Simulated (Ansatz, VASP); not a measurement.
# One calculation of SiC, two programs

The input INCAR:

```
  ALGO = Normal
  EDIFF = 1E-7
  ENCUT = 520
  GGA = PS
  ISIF = 2
  ISMEAR = 0
  LASPH = True
  LCHARG = False
  LREAL = False
  LWAVE = False
  NBANDS = 11
  NELM = 80
  PREC = Accurate
  SIGMA = 0.05
```

KPOINTS

```
k-points
0
Gamma
  10 10 10
```

POSCAR

```
SiC
1.0
    0.0000000000      2.1420104787      2.1420104787
    2.1420104787      0.0000000000      2.1420104787
    2.1420104787      2.1420104787      0.0000000000
Si C
1 1
Direct
    0.0011779326     -0.0011779326      0.0011779326
    0.7472456717      0.7527543283      0.7472456717
```

Input for Ansatz:

```yaml
crystal:
  lattice:
    - [0.0, 2.1420104787, 2.1420104787]
    - [2.1420104787, 0.0, 2.1420104787]
    - [2.1420104787, 2.1420104787, 0.0]
  atoms:
    - { symbol: Si, position: [0.0011779326, -0.0011779326, 0.0011779326] }
    - { symbol: C, position: [0.7472456717, 0.7527543283, 0.7472456717] }
basis:
  ecutwfc: 520.0
kpoints:
  mp_grid: { grid: [10, 10, 10] }
hamiltonian:
  xc: pbesol
scf:
  occupations: { method: gaussian, width: 0.05 }
output:
  forces: true
  stress: true
  eigenvalues: true
```

Change from the starting cell: mode 6 frozen in at -0.012 Å, equal normal strain along x, y and z -0.0167.

Alike in both runs: task single point; functional PBEsol; k mesh 10 × 10 × 10; occupations gaussian, width 0.05 eV; no spin polarisation.

|  | VASP | Ansatz |
| --- | --- | --- |
| version | VASP 6.6.1 | Ansatz 0.2.0 |
| potentials or method | VASP PAW PBE potentials, release 64 (Si, C), cutoff 520 eV | scalar-relativistic, plane waves, PAW |
| valence electrons in the cell | 8 | 8 |

```csv
,VASP,Ansatz,Ansatz less VASP
gap on the k mesh at the Fermi level (eV),1.11,1.12,+0.010
least direct gap on the mesh (eV),4.45,4.46,+0.011
pressure (GPa),12.8,12.4,-0.38
"traceless stress, the component that is largest in VASP (GPa)",-1.58,-1.56,+0.016
rms of the force components (eV/Å),0.209,0.209,-0.0005
```

VASP's potentials were made for PBE, not for PBEsol. Atom by atom the forces differ by 0.001 eV/Å (rms over components). The functional is the same, so the differences come from potentials, cutoffs and numerics.
